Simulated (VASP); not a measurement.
# Ga4AsP3 (P1) in VASP: single point with PBEsol

Aim: the single point of Ga4AsP3 with PBEsol.

Program: VASP 6.6.1. These are calculated values, not measurements. Logs are shortened: lines on timing, memory, paths and dates and some standing lists are left out, and cuts for length are marked.

## Step 1: The cell of the first run

The typed cell holds 64 atoms: a = 10.985 Å, b = 10.985 Å, c = 10.985 Å, α = 90.00°, β = 90.00°, γ = 90.00°.

## Step 2: Single point, PBEsol

The input, INCAR:

```
PREC = Accurate ; ENCUT = 500
EDIFF = 1E-6 ; ISMEAR = -1
SIGMA = 0.05 ; LREAL = Auto
LASPH = T ; NELM = 120
ALGO = Normal ; ISIF = 2
LWAVE = F ; LCHARG = T
GGA = PS ; LELF = T
LVHAR = T ; NBANDS = 326
ISYM = -1 ; GGA_COMPAT = F
```

The input, KPOINTS:

```
explicit points
1
Reciprocal
  0.25000000   0.25000000   0.25000000 1
```

The input, POSCAR:

```
Ga4AsP3
1.0
   10.9850953564      0.0000000000      0.0000000000
    0.0000000000     10.9850953564      0.0000000000
    0.0000000000      0.0000000000     10.9850953564
Ga As P
32 8 24
Direct
    0.9961870000      0.9960190000      0.9976600000
    0.9993600000      0.0074200000      0.5001950000
    0.9994360000      0.4988890000      0.9997490000
    0.9959200000      0.4964260000      0.4969390000
    0.5001170000      0.0002090000      0.9995000000
    0.5044670000      0.0027050000      0.4971620000
    0.5009350000      0.5067010000      0.0009600000
    0.5032510000      0.4954750000      0.5033170000
    0.2497140000      0.2498330000      0.9932910000
    0.2500150000      0.2504000000      0.4998850000
    0.2499790000      0.7502880000      0.0007900000
    0.2502220000      0.7497670000      0.5013210000
    0.7532270000      0.2469530000      0.0037930000
    0.7499230000      0.2502560000      0.5010860000
    0.7497210000      0.7500280000      0.0000410000
    0.7468500000      0.7468730000      0.4959420000
    0.2574280000      0.0005350000      0.2490050000
    0.2459860000      0.0028050000      0.7531410000
    0.2423230000      0.4993080000      0.2498000000
    0.2538400000      0.4959570000      0.7533590000
    0.7513340000      0.9993420000      0.2496570000
    0.7454420000      0.0033890000      0.7533260000
    0.7485270000      0.4991460000      0.2490660000
    0.7547400000      0.5028520000      0.7465180000
    0.9963550000      0.2528110000      0.2528080000
    0.9990260000      0.2506790000      0.7500200000
    0.9955170000      0.7469690000      0.2459660000
    0.9996790000      0.7499500000      0.7570550000
    0.5040300000      0.2475620000      0.2530260000
    0.4971160000      0.2460850000      0.7467340000
    0.5038580000      0.7535420000      0.2463950000
    0.5038580000      0.7471630000      0.7533690000
    0.1237350000      0.1248500000      0.1240080000
    0.1234570000      0.6216800000      0.6270770000
    0.3749240000      0.3746450000      0.1249770000
    0.3771790000      0.8771050000      0.6270310000
    0.8728790000      0.8755750000      0.6257540000
    0.3769040000      0.6235180000      0.3735860000
    0.1238230000      0.8758210000      0.3730040000
    0.6259840000      0.3748590000      0.8739140000
    0.1247830000      0.1278030000      0.6260160000
    0.1226810000      0.6247600000      0.1229570000
    0.6258200000      0.1229290000      0.1257390000
    0.6249860000      0.1257260000      0.6242570000
    0.6269170000      0.6266360000      0.1250470000
    0.6259270000      0.6239000000      0.6246670000
    0.3751090000      0.3726630000      0.6251060000
    0.3769180000      0.8748670000      0.1228440000
    0.8746740000      0.3757140000      0.1257530000
    0.8748550000      0.3738640000      0.6240500000
    0.8728580000      0.8738090000      0.1238030000
    0.3769240000      0.1259450000      0.3760550000
    0.3749660000      0.1237830000      0.8739560000
    0.3748150000      0.6257960000      0.8758650000
    0.8724560000      0.1268770000      0.3748660000
    0.8747880000      0.1245460000      0.8749280000
    0.8728300000      0.6226960000      0.3726210000
    0.8744820000      0.6245770000      0.8771930000
    0.1229590000      0.3735850000      0.3758500000
    0.1236940000      0.3747400000      0.8741150000
    0.1249360000      0.8749090000      0.8769210000
    0.6268880000      0.3738890000      0.3757630000
    0.6261560000      0.8758140000      0.3731040000
    0.6250250000      0.8749200000      0.8767880000
```

Potentials or basis: VASP PAW PBE potentials, release 64 (Ga_d, As, P).

The run is started by

```
cat potpaw_PBE.64/Ga_d/POTCAR potpaw_PBE.64/As/POTCAR potpaw_PBE.64/P/POTCAR > POTCAR
mpirun -np 1 vasp_std > vasp.out
```

OUTCAR:

```text
PREC = Accurate
   ENCUT = 500
   EDIFF = 1E-6
   ISMEAR = -1
   LREAL = Auto
   LASPH = T
   NELM = 120
   ISIF = 2
   GGA = PS
   ISYM = -1

 ion  position               nearest neighbor table
   1  0.996  0.996  0.998-  61 2.35  51 2.36  56 2.36  33 2.43
   2  0.999  0.007  0.500-  41 2.36  55 2.36  39 2.43  37 2.44
   3  0.999  0.499  1.000-  42 2.36  58 2.37  49 2.37  60 2.37
   4  0.996  0.496  0.497-  50 2.35  59 2.35  57 2.37  34 2.43
   5  0.500  0.000  0.999-  48 2.36  64 2.37  53 2.37  43 2.38
   6  0.504  0.003  0.497-  44 2.35  52 2.36  63 2.36  36 2.43
[... 56 lines left out ...]
  63  0.626  0.876  0.373-  31 2.36  21 2.36  16 2.36   6 2.36
  64  0.625  0.875  0.877-  32 2.36  22 2.36  15 2.36   5 2.37

IMPORTANT INFORMATION: All symmetrisations will be switched off!
NOSYMM: (Re-)initialisation of all symmetry stuff for point group C_1.

----------------------------------------------------------------------------------------

                                     Primitive cell

  volume of cell :    1325.5969

  direct lattice vectors                    reciprocal lattice vectors
    10.985095356  0.000000000  0.000000000     0.091032437  0.000000000  0.000000000
     0.000000000 10.985095356  0.000000000     0.000000000  0.091032437  0.000000000
     0.000000000  0.000000000 10.985095356     0.000000000  0.000000000  0.091032437

  length of vectors
    10.985095356 10.985095356 10.985095356     0.091032437  0.091032437  0.091032437

  position of ions in fractional coordinates (direct lattice)
     0.996187000  0.996019000  0.997660000
     0.999360000  0.007420000  0.500195000
     0.999436000  0.498889000  0.999749000
     0.995920000  0.496426000  0.496939000
     0.500117000  0.000209000  0.999500000
     0.504467000  0.002705000  0.497162000
[... 56 lines left out ...]
     0.626156000  0.875814000  0.373104000
     0.625025000  0.874920000  0.876788000

  ion indices of the primitive-cell ions
   primitive index   ion index
                 1           1
                 2           2
                 3           3
                 4           4
                 5           5
                 6           6
[... 56 lines left out ...]
                63          63
                64          64

----------------------------------------------------------------------------------------

 KPOINTS: explicit points

Read explicit list of k-points.

 Found      1 k-points:

 Following reciprocal coordinates:
            Coordinates               Weight
  0.250000  0.250000  0.250000      1.000000
   k-points           NKPTS =      1   k-points in BZ     NKDIM =      1   number of bands    NBANDS=    326
   number of dos      NEDOS =    301   number of ions     NIONS =     64
   total plane-waves  NPLWV = 512000
   dimension x,y,z NGX =    80 NGY =   80 NGZ =   80
   dimension x,y,z NGXF=   160 NGYF=  160 NGZF=  160
   ions per type =              32   8  24
   NGX,Y,Z   is equivalent  to a cutoff of  12.11, 12.11, 12.11 a.u.
   NGXF,Y,Z  is equivalent  to a cutoff of  24.21, 24.21, 24.21 a.u.
 SYSTEM =  unknown system
   PREC   = accura    normal or accurate (medium, high low for compatibility)
   ISTART =      0    job   : 0-new  1-cont  2-samecut
   ICHARG =      2    charge: 1-file 2-atom 10-const
   ISPIN  =      1    spin polarized calculation?
   LNONCOLLINEAR =      F non collinear calculations
   LSORBIT =      F    spin-orbit coupling
   LASPH  =      T    aspherical Exc in radial PAW
   ENCUT  =  500.0 eV  36.75 Ry    6.06 a.u.  20.03 20.03 20.03*2*pi/ulx,y,z
   NELM   =    120;   NELMIN=  2; NELMDL= -5     # of ELM steps
   EDIFF  = 0.1E-05   stopping-criterion for ELM
   LREAL  =      T    real-space projection
   EDIFFG = 0.1E-04   stopping-criterion for IOM
   NSW    =      0    number of steps for IOM
   IBRION =     -1    ionic relax: 0-MD 1-quasi-New 2-CG
   NFREE  =      0    steps in history (QN), initial steepest desc. (CG)
   ISIF   =      2    stress and relaxation
   ISYM   =     -1    0-nonsym 1-usesym 2-fastsym
   POTIM  = 0.5000    time-step for ionic-motion
   TEBEG  =    0.0;   TEEND  =   0.0 temperature during run
   PSTRESS=    0.0 pullay stress
   NELECT =     576.0000    total number of electrons
   NUPDOWN=      -1.0000    fix difference up-down
   EMIN   =  10.00;   EMAX   =-10.00  energy-range for DOS
   EFERMI =   0.00;   METHOD = LEGACY
   ISMEAR =    -1;   SIGMA  =   0.05  broadening in eV -4-tet -1-fermi 0-gaus
   EFERMI_NEDOS =   21; number of points for ismear=-14 and -15
   IALGO  =     38    algorithm
   IMIX   =      4    mixing-type and parameters
     AMIX     =   0.40;   BMIX     =  1.00
     AMIX_MAG =   1.60;   BMIX_MAG =  1.00
  volume/ion in A,a.u.               =      20.71       139.77
  Fermi-wavevector in a.u.,A,eV,Ry     =   1.239972  2.343207 20.919368  1.537530
  Thomas-Fermi vector in A             =   2.374432
   LORBIT       =      0    0 simple, 1 ext, 2 COOP (PROOUT), +10 PAW based schemes
   GGA     = PS    functional components
   LHFCALC =     F    Hartree Fock is set to
   AEXX    =    0.0000 exact exchange contribution
   IVDW    =     0    specifies the selected vdW correction
   LEPSILON=     F    determine dielectric tensor
   LRPA    =     F    only Hartree local field effects (RPA)
 non-spin polarized calculation
  energy-cutoff  :      500.00
  volume of cell :     1325.60
 maximum number of plane-waves:     33614
 NGX is ok and might be reduce to    80
   NGX = 41   NGY = 41   NGZ = 41

 number of electron     576.0000196 magnetization

 Free energy of the ion-electron system (eV)
  ---------------------------------------------------
  ext. energy  EPLUGINS =         0.00000000
  ---------------------------------------------------
  free energy    TOTEN  =      -310.56137249 eV

  energy without entropy =     -310.56137232  energy(sigma->0) =     -310.56137240

 E-fermi :   5.0954     XC(G=0):  -9.9809

 val. band max:        4.2202051511   @ k =   0.2500   0.2500   0.2500
 cond. band min:       5.9470814496   @ k =   0.2500   0.2500   0.2500
 fundamental gap:      1.7268762985
 Fermi energy:         5.0953830703

 k-point     1 :       0.2500    0.2500    0.2500
  band No.  band energies     occupation
      1     -10.3261      2.00000
      2     -10.3234      2.00000
      3     -10.3212      2.00000
      4     -10.3186      2.00000
      5     -10.3163      2.00000
      6     -10.3124      2.00000
[... 292 lines left out ...]
    299       6.8207      0.00000
    300       6.9395      0.00000
 [bands above 300 left out]

------------------------ aborting loop because EDIFF is reached ----------------------------------------

  FORCE on cell =-STRESS in cart. coord.  units (eV):
  Direction    XX          YY          ZZ          XY          YZ          ZX
  --------------------------------------------------------------------------------------
  -------------------------------------------------------------------------------------
  Total       -0.3250730     -0.2756654     -0.2870731     -6.2247137     -6.2406928     -6.1834391
  in kB       -0.3928981     -0.3331819     -0.3469697     -7.5234747     -7.5427879     -7.4735884
  external PRESSURE =      -0.3576832 kB  Pullay stress =       0.0000000 kB

 VOLUME and BASIS-vectors are now :
 -----------------------------------------------------------------------------
  energy-cutoff  :      500.00
  volume of cell :     1325.60
      direct lattice vectors                 reciprocal lattice vectors
    10.985095356  0.000000000  0.000000000     0.091032437  0.000000000  0.000000000
     0.000000000 10.985095356  0.000000000     0.000000000  0.091032437  0.000000000
     0.000000000  0.000000000 10.985095356     0.000000000  0.000000000  0.091032437

 POSITION                                       TOTAL-FORCE (eV/Angst)
 -----------------------------------------------------------------------------------
     10.94321     10.94136     10.95939        -0.008633     -0.012068     -0.002891
     10.97806      0.08151      5.49469         0.001817      0.013788      0.000998
     10.97890      5.48034     10.98234         0.000838      0.006290     -0.002240
     10.94028      5.45329      5.45892        -0.003807     -0.012188     -0.014507
      5.49383      0.00230     10.97960        -0.002392     -0.004488      0.002613
      5.54162      0.02971      5.46137         0.010398      0.024186     -0.003416
[... 56 lines left out ...]
      6.87838      9.62090      4.09858         0.005715     -0.006967     -0.013287
      6.86596      9.61108      9.63160        -0.016132     -0.007003      0.009161
 -----------------------------------------------------------------------------------
    total drift:                                0.004747     -0.020844     -0.006941

  FREE ENERGIE OF THE ION-ELECTRON SYSTEM (eV)
  ---------------------------------------------------
  free  energy   TOTEN  =      -310.5613724858 eV

  energy  without entropy=     -310.5613723238  energy(sigma->0) =     -310.56137240
```

It took 9 min on 1 thread of Intel Xeon 6975P-C (Granite Rapids), shared host; peak memory 1.1 GiB.

Results:

* Free energy: -310.5614 eV
* Pressure: 0.0 GPa
* Largest force: 0.027 eV/Å
* Band gap on the k mesh: 1.73 eV

Forces in eV/Å, atoms in the order of the input:
```
Ga  -0.009 -0.012 -0.003
Ga   0.002  0.014  0.001
Ga   0.001  0.006 -0.002
Ga  -0.004 -0.012 -0.015
Ga  -0.002 -0.004  0.003
Ga   0.010  0.024 -0.003
Ga   0.007  0.013  0.007
Ga   0.012 -0.011  0.008
Ga   0.010 -0.006 -0.013
Ga   0.004  0.005  0.009
Ga  -0.003  0.010 -0.010
Ga   0.002  0.004  0.003
Ga   0.009  0.007  0.000
Ga  -0.014 -0.007  0.004
Ga   0.004  0.001  0.009
Ga  -0.009 -0.007 -0.010
Ga   0.017  0.007  0.005
Ga   0.010  0.012  0.017
Ga  -0.008  0.002 -0.004
Ga  -0.001 -0.010  0.011
Ga  -0.007  0.003  0.008
Ga  -0.009  0.007 -0.003
Ga   0.008  0.010 -0.004
Ga   0.002 -0.001  0.005
Ga   0.000  0.006  0.012
Ga   0.006  0.021  0.001
Ga  -0.009 -0.011 -0.007
Ga   0.010  0.006  0.024
Ga   0.004 -0.011  0.006
Ga  -0.006 -0.016 -0.006
Ga   0.012  0.005 -0.021
Ga   0.006  0.002  0.010
As  -0.010  0.002 -0.001
As   0.004 -0.008 -0.001
As  -0.012 -0.006  0.011
As  -0.010 -0.012  0.009
As  -0.006  0.009  0.001
As   0.014 -0.012 -0.001
As  -0.016  0.011 -0.019
As   0.011 -0.008  0.002
P   -0.007  0.005  0.000
P   -0.014  0.000 -0.004
P    0.011 -0.012  0.006
P    0.002  0.010 -0.011
P    0.010  0.009 -0.002
P    0.006 -0.004 -0.005
P   -0.006 -0.002 -0.014
P    0.020 -0.006 -0.005
P   -0.021  0.001 -0.002
P    0.006 -0.011 -0.004
P    0.001 -0.005 -0.008
P    0.013 -0.001 -0.007
P   -0.008 -0.008 -0.017
P    0.004  0.016  0.001
P    0.009  0.000 -0.004
P    0.001  0.008  0.009
P   -0.007  0.001  0.005
P    0.001 -0.008  0.007
P   -0.023 -0.006  0.006
P   -0.012 -0.002 -0.018
P   -0.007 -0.004  0.015
P    0.001 -0.003  0.009
P    0.006 -0.007 -0.013
P   -0.016 -0.007  0.009
```

Stress tensor (GPa, compression positive):
```
-0.04 -0.75 -0.75
-0.75 -0.03 -0.75
-0.75 -0.75 -0.03
```

Caveat: the PAW data sets were made with another functional, which shifts forces and pressure a little; a shifted mesh leaves out Γ, where band edges can lie.
